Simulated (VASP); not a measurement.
Set up this calculation in VASP 6.6.1, as the native input.

* Task: single point
* Functional: PBE
* Potentials or basis: VASP PAW PBE potentials, release 64 (Ba_sv, Ir_sv_GW)
* Cutoff: 500 eV
* k mesh: 8 × 8 × 8
* Occupations: gaussian, width 0.05 eV
* Spin: no spin polarisation
* Dipole correction: no
* Second run: valence_matched
* Further INCAR settings: ALGO = Normal; EDIFF = 1e-06; NBANDS = 38

The structure of BaIr3 lies in POSCAR:

```
BaIr3
1.0
    4.2766471931      0.0000000000      0.0000000000
    0.0000000000      4.2766471931      0.0000000000
    0.0000000000      0.0000000000      4.2766471931
Ba Ir
1 3
Direct
    0.0000000000      0.0000000000      0.0000000000
    0.0000000000      0.5000000000      0.5000000000
    0.5000000000      0.5000000000      0.0000000000
    0.5000000000      0.0000000000      0.5000000000
```

This cell differs from its parent crystal: volume scaled by 1.040.

The input as run:

INCAR

```
  PREC = Accurate
  ENCUT = 500
  EDIFF = 1E-6
  ISMEAR = 0
  SIGMA = 0.05
  LREAL = F
  LASPH = T
  NELM = 120
  ALGO = Normal
  ISIF = 2
  LWAVE = F
  LCHARG = F
  GGA = PE
  NBANDS = 38
  GGA_COMPAT = F
```

KPOINTS

```
Automatic mesh
0
Gamma
  8 8 8
```

Potentials or basis: VASP PAW PBE potentials, release 64 (Ba_sv, Ir_sv_GW).

The run is started by

```sh
$ cat potpaw_PBE.64/Ba_sv/POTCAR potpaw_PBE.64/Ir_sv_GW/POTCAR > POTCAR
$ mpirun -np 1 vasp_std > vasp.out
```

It gave:

- Pressure: -3.5 GPa

Run time: 34 s on 1 thread of Intel(R) Xeon(R) 6975P-C (Granite Rapids), on a shared host, peak memory 0.23 GiB.
